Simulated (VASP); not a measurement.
Li: relaxation of cell and atoms with r2SCAN

The system is Li.

```
Li
1.0
    -1.75465    1.75465    1.75465
     1.75465   -1.75465    1.75465
     1.75465    1.75465   -1.75465
Li
1
Direct
  0.00000 0.00000 0.00000
```

```yaml
Program: VASP 6.6.1
Task: relaxation of cell and atoms
Functional: r2SCAN
Potentials_or_basis: VASP PAW PBE potentials, release 64 (Li_sv)
Cutoff: 600 eV
k_mesh: 11 × 11 × 11
Occupations: methfessel-paxton, width 0.1 eV
Spin: no spin polarisation
Target_pressure: 20 GPa
Dipole_correction: no
Further_INCAR_settings: ALGO = Normal; EDIFF = 1e-07; IBRION = 2; EDIFFG = -0.05; NSW = 80; ISIF = 3
```

- Relaxed volume: 11.73 Å³/atom
- Relaxed cell: a = 2.479 Å, b = 2.479 Å, c = 2.479 Å, α = 109.47°, β = 109.47°, γ = 109.47°
- Space group after relaxing (to 0.1 Å): Im-3m (No. 229)
- Energy change on relaxing (the run minimises the enthalpy): +369.4 meV/atom
- Ionic steps: 4
- Pressure after relaxing: 20.5 GPa
- Band gap on the k mesh: zero (an odd number of electrons rules out a gap without spin polarisation)

The path:
```csv
step,energy change (eV),largest force (eV/Å),pressure (GPa),volume (Å³)
1,0.0000,0.0000,-0.44,21.61
2,0.1557,0.0000,10.32,14.08
3,0.2943,0.0000,16.76,12.40
4,0.3694,0.0000,20.47,11.73
```

Final structure:
```cif
data_structure
_symmetry_space_group_name_H-M 'P 1'
_symmetry_Int_Tables_number 1
_cell_length_a 2.4792
_cell_length_b 2.4792
_cell_length_c 2.4792
_cell_angle_alpha 109.471
_cell_angle_beta 109.471
_cell_angle_gamma 109.471
_cell_volume 11.73
loop_
_atom_site_label
_atom_site_type_symbol
_atom_site_fract_x
_atom_site_fract_y
_atom_site_fract_z
_atom_site_occupancy
Li1 Li 0.00000 0.00000 0.00000 1
```

Levels at points of the mesh, in eV from the Fermi level:
```tsv
k point	band 1	band 2	band 3	band 4	band 5
(0.00, 0.00, 0.00)	-47.45	-4.47	23.76	23.76	23.76
```

It took 51 s on 1 thread of Intel(R) Xeon(R) 6975P-C (Granite Rapids), on a shared host, peak memory 0.13 GiB.

Caveat: the cutoff is under 1.25 times the usual one of these potentials, so pressure, stress and relaxed cells hold a basis-set (Pulay) error; the cell is relaxed towards a set pressure, so the run minimises the enthalpy, not the energy; the volume moved by over 15 % at a fixed basis, so the end points are rough; the PAW data sets were made with another functional, which shifts forces and pressure a little.
